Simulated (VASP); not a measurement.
# AlCo (Pm-3m) in VASP: further runs

The runs below take AlCo through single point, with PBE, HSE06.

Everything below comes from runs of VASP 6.6.1. Logs are shortened: lines on timing, memory, paths and dates and some standing lists are left out, and cuts for length are marked.

## 1. The cell of the first run

Symmetry: Pm-3m, No. 221, cubic system. Conventional cell: a = 2.819 Å, b = 2.819 Å, c = 2.819 Å, α = 90.00°, β = 90.00°, γ = 90.00°. Within 3.2 Å of Co (site symmetry m-3m) lie 8 Al at 2.44 Å and 6 Co at 2.82 Å. Within 3.2 Å of Al (site symmetry m-3m) lie 8 Co at 2.44 Å and 6 Al at 2.82 Å.

## 2. Single point, PBE, collinear spin, ferromagnetic start

Input file INCAR:

```
SYSTEM = AlCo
PREC = Accurate ; ENCUT = 600
EDIFF = 1E-6 ; ISMEAR = -1
SIGMA = 0.05 ; LREAL = .False.
LASPH = .True. ; NELM = 200
ALGO = Normal ; ISIF = 2
LWAVE = .False. ; LCHARG = .False.
ISPIN = 2 ; MAGMOM = 1 0
LORBIT = 11 ; NUPDOWN = 1.0
LMAXMIX = 4 ; GGA = PE
NBANDS = 21 ; GGA_COMPAT = .False.
```

Input file KPOINTS:

```
Automatic mesh
0
Gamma
  8 8 8
  0 0 0
```

Input file POSCAR:

```
AlCo
1.0
    2.8194032100      0.0000000000      0.0000000000
    0.0000000000      2.8194032100      0.0000000000
    0.0000000000      0.0000000000      2.8194032100
Co Al
1 1
Direct
    0.5000000000      0.5000000000      0.5000000000
    0.0000000000      0.0000000000      0.0000000000
```

Potentials or basis: VASP PAW PBE potentials, release 64 (Co_sv, Al).

On the command line:

```sh
> cat potpaw_PBE.64/Co_sv/POTCAR potpaw_PBE.64/Al/POTCAR > POTCAR
> mpirun -np 1 vasp_std > vasp.out
```

OUTCAR:

```text
SYSTEM = AlCo
   PREC = Accurate
   ENCUT = 600
   EDIFF = 1E-6
   ISMEAR = -1
   LREAL = .False.
   LASPH = .True.
   NELM = 200
   ISIF = 2
   ISPIN = 2
   LORBIT = 11
   NUPDOWN = 1.0
   GGA = PE

 ion  position               nearest neighbor table
   1  0.500  0.500  0.500-   2 2.44   2 2.44   2 2.44   2 2.44   2 2.44   2 2.44   2 2.44   2 2.44

   2  0.000  0.000  0.000-   1 2.44   1 2.44   1 2.44   1 2.44   1 2.44   1 2.44   1 2.44   1 2.44

  LATTYP: Found a simple cubic cell.
 ALAT       =     2.8194032100

  Lattice vectors:

 A1 = (   2.8194032100,   0.0000000000,   0.0000000000)
 A2 = (   0.0000000000,   2.8194032100,   0.0000000000)
 A3 = (   0.0000000000,   0.0000000000,   2.8194032100)

Analysis of symmetry for initial positions (statically):
=====================================================================
 Subroutine PRICEL returns:
 Original cell was already a primitive cell.

 Routine SETGRP: Setting up the symmetry group for a
 simple cubic supercell.

 Subroutine GETGRP returns: Found 48 space group operations
 (whereof 48 operations were pure point group operations)
 out of a pool of 48 trial point group operations.

The static configuration has the point symmetry O_h .

Analysis of symmetry for dynamics (positions and initial velocities):
=====================================================================
 Subroutine PRICEL returns:
 Original cell was already a primitive cell.

 Routine SETGRP: Setting up the symmetry group for a
 simple cubic supercell.

 Subroutine GETGRP returns: Found 48 space group operations
 (whereof 48 operations were pure point group operations)
 out of a pool of 48 trial point group operations.

The dynamic configuration has the point symmetry O_h .

Analysis of structural, dynamic, and magnetic symmetry:
=====================================================================
 Subroutine PRICEL returns:
 Original cell was already a primitive cell.

 Routine SETGRP: Setting up the symmetry group for a
 simple cubic supercell.

 Subroutine GETGRP returns: Found 48 space group operations
 (whereof 48 operations were pure point group operations)
 out of a pool of 48 trial point group operations.

The overall configuration has the point symmetry O_h .

 Subroutine INISYM returns: Found 48 space group operations
 (whereof 48 operations are pure point group operations),
 and found     1 'primitive' translations

----------------------------------------------------------------------------------------

[... 115 lines left out ...]
  Thomas-Fermi vector in A             =   2.677017
   LORBIT       =     11    0 simple, 1 ext, 2 COOP (PROOUT), +10 PAW based schemes
   GGA     = PE    functional components
   LHFCALC =     F    Hartree Fock is set to
   AEXX    =    0.0000 exact exchange contribution
   IVDW    =     0    specifies the selected vdW correction
   LEPSILON=     F    determine dielectric tensor
   LRPA    =     F    only Hartree local field effects (RPA)
 spin polarized calculation
  energy-cutoff  :      600.00
  volume of cell :       22.41
 maximum number of plane-waves:       768
 NGX is ok and might be reduce to    24
   NGX = 11   NGY = 11   NGZ = 11

 number of electron      19.9999956 magnetization       0.9999992

 Free energy of the ion-electron system (eV)
  ---------------------------------------------------
  ext. energy  EPLUGINS =         0.00000000
  ---------------------------------------------------
  free energy    TOTEN  =       -11.74123357 eV

  energy without entropy =      -11.72314181  energy(sigma->0) =      -11.73218769

 E-fermi :  11.1924     XC(G=0): -12.6617

 val. band max:       11.9565693403   @ k =   0.3750   0.3750   0.1250
 cond. band min:      11.2007056717   @ k =   0.3750   0.3750   0.2500
 fundamental gap:     -0.7558636686
 Fermi energy:        12.1112217778

 spin component 1

 k-point     1 :       0.0000    0.0000    0.0000
  band No.  band energies     occupation
      1     -83.5754      1.00000
      2     -46.8440      1.00000
      3     -46.8440      1.00000
      4     -46.8440      1.00000
      5       0.5178      1.00000
      6       8.2169      1.00000
[... 565 lines left out ...]
     20      33.6933      0.00000
     21      36.8546      0.00000

 [... further k-points ...]

 spin component 2

 k-point     1 :       0.0000    0.0000    0.0000
  band No.  band energies     occupation
      1     -82.4209      1.00000
      2     -45.7187      1.00000
      3     -45.7187      1.00000
      4     -45.7187      1.00000
      5       0.5758      1.00000
      6       9.1959      1.00000
[... 565 lines left out ...]
     20      33.7423      0.00000
     21      36.8322      0.00000

 [... further k-points ...]

------------------------ aborting loop because EDIFF is reached ----------------------------------------

  FORCE on cell =-STRESS in cart. coord.  units (eV):
  Direction    XX          YY          ZZ          XY          YZ          ZX
  --------------------------------------------------------------------------------------
  -------------------------------------------------------------------------------------
  Total        1.6614466      1.6614466      1.6614466      0.0000000      0.0000000     -0.0000000
  in kB      118.7750967    118.7750967    118.7750967      0.0000000      0.0000000     -0.0000000
  external PRESSURE =     118.7750967 kB  Pullay stress =       0.0000000 kB

 VOLUME and BASIS-vectors are now :
 -----------------------------------------------------------------------------
  energy-cutoff  :      600.00
  volume of cell :       22.41
      direct lattice vectors                 reciprocal lattice vectors
     2.819403210  0.000000000  0.000000000     0.354684990  0.000000000  0.000000000
     0.000000000  2.819403210  0.000000000     0.000000000  0.354684990  0.000000000
     0.000000000  0.000000000  2.819403210     0.000000000  0.000000000  0.354684990

 POSITION                                       TOTAL-FORCE (eV/Angst)
 -----------------------------------------------------------------------------------
      1.40970      1.40970      1.40970         0.000000      0.000000      0.000000
      0.00000      0.00000      0.00000         0.000000      0.000000      0.000000
 -----------------------------------------------------------------------------------
    total drift:                                0.000000      0.000000     -0.000000

  FREE ENERGIE OF THE ION-ELECTRON SYSTEM (eV)
  ---------------------------------------------------
  free  energy   TOTEN  =       -11.7412335747 eV

  energy  without entropy=      -11.7231418099  energy(sigma->0) =      -11.73218769

 total charge

# of ion       s       p       d       tot
------------------------------------------
    1        2.229   6.118   6.854  15.201
    2        0.398   0.457   0.000   0.856
--------------------------------------------------
tot          2.627   6.575   6.854  16.057

 magnetization (x)

# of ion       s       p       d       tot
------------------------------------------
    1        0.010   0.011   0.950   0.971
    2       -0.004   0.001   0.000  -0.003
--------------------------------------------------
tot          0.006   0.012   0.950   0.968
```

Run time: 59 s. Hardware: 1 thread of AMD EPYC, shared host; peak memory 0.13 GiB.

What came out:

| Property | Result |
| --- | --- |
| Free energy | -11.7412 eV |
| Pressure | 11.9 GPa |
| Net moment | 1.00 μB per cell |
| Site moments | Co +0.97; Al -0.00 μB |
| Valence electrons inside the program's atomic spheres | Co 15.20; Al 0.86 |

Caveat: the cell stands under pressure; the total moment is fixed, so each spin has its own Fermi level and the state may be an excited one.

## 3. Single point, HSE06, collinear spin, ferromagnetic start

POSCAR is that of step 2.

Input file INCAR.step1:

```
PREC     = Accurate       # precision mode
ENCUT    = 520            # plane-wave cutoff, eV
EDIFF    = 1E-5           # SCF threshold, eV
ISMEAR   = -1             # smearing method
SIGMA    = 0.05           # smearing width, eV
LREAL    = False          # projectors in reciprocal space
LASPH    = True           # aspherical terms in the spheres
NELM     = 150            # most SCF steps
ALGO     = Normal         # electronic algorithm
ISIF     = 2              # what is computed and relaxed
LWAVE    = True           # write WAVECAR
ISPIN    = 2              # spin polarisation
MAGMOM   = 2 0            # initial moments
LORBIT   = 11             # projections on sites
LMAXMIX  = 4              # l up to which the mixer works
GGA      = PE             # functional
NBANDS   = 17             # bands
```

Input file INCAR.step2:

```
PREC     = Accurate       # precision mode
ENCUT    = 520            # plane-wave cutoff, eV
EDIFF    = 1E-6           # SCF threshold, eV
ISMEAR   = -1             # smearing method
SIGMA    = 0.05           # smearing width, eV
LREAL    = False          # projectors in reciprocal space
LASPH    = True           # aspherical terms in the spheres
NELM     = 150            # most SCF steps
ALGO     = Normal         # electronic algorithm
ISIF     = 2              # what is computed and relaxed
LWAVE    = False          # write WAVECAR
LCHARG   = True           # write CHGCAR
ISPIN    = 2              # spin polarisation
MAGMOM   = 2 0            # initial moments
LORBIT   = 11             # projections on sites
LMAXMIX  = 4              # l up to which the mixer works
GGA      = PE             # functional
LHFCALC  = True           # exact exchange
HFSCREEN = 0.2079         # screening, 1/A
PRECFOCK = Normal       
LELF     = True           # ELF
LVHAR    = True         
ISTART   = 1            
NBANDS   = 17             # bands
```

Input file KPOINTS:

```
regular mesh
0
Gamma
  6 6 6
```

Potentials or basis: VASP PAW PBE potentials, release 64 (Co, Al).

On the command line:

```sh
> cat potpaw_PBE.64/Co/POTCAR potpaw_PBE.64/Al/POTCAR > POTCAR
> cp INCAR.step1 INCAR
> mpirun -np 1 vasp_std > vasp.out
> cp INCAR.step2 INCAR
> mpirun -np 1 vasp_std > vasp.out
```

Run time: 1.7 h. Hardware: 1 thread of Oxide Virtual Turin-like, shared host; peak memory 0.23 GiB.

It converged, with:

```yaml
Free_energy: -14.2107 eV
Pressure: -0.3 GPa
Net_moment: 0.25 μB per cell
Site_moments: Co +0.41; Al -0.03 μB
Valence_electrons_inside_the_program's_atomic_spheres: Co 8.59; Al 0.90
```

Levels at points of the mesh, in eV from the Fermi level:
Spin up:
| k point | band 3 | band 4 | band 5 | band 6 | band 7 | band 8 | band 9 | band 10 |
| --- | --- | --- | --- | --- | --- | --- | --- | --- |
| (0.00, 0.00, 0.00) | -4.05 | -1.88 | -1.88 | -1.88 | 7.35 | 7.35 | 7.35 | 10.24 |
| (0.50, 0.00, 0.00) | -3.46 | -2.81 | -2.81 | -1.77 | 0.13 | 9.75 | 12.34 | 12.34 |
| (0.50, 0.50, 0.00) | -2.66 | -2.66 | -2.59 | -2.59 | -0.83 | 3.37 | 4.21 | 14.66 |
| (0.50, 0.50, 0.50) | -5.08 | -0.85 | -0.85 | 3.28 | 3.28 | 3.28 | 5.50 | 6.36 |
Spin down:
```tsv
k point	band 3	band 4	band 5	band 6	band 7	band 8	band 9	band 10
(0.00, 0.00, 0.00)	-2.78	-1.54	-1.54	-1.54	7.12	7.12	7.12	10.60
(0.50, 0.00, 0.00)	-2.54	-2.54	-1.96	-1.42	2.09	9.48	12.15	12.15
(0.50, 0.50, 0.00)	-2.99	-2.99	-2.30	-2.30	1.60	4.19	4.36	14.47
(0.50, 0.50, 0.50)	-4.99	1.51	1.51	2.94	2.94	2.94	5.32	6.39
```

Caveat: the k points lie up to 0.37 Å⁻¹ apart; the PAW data sets were made with another functional, which shifts forces and pressure a little.
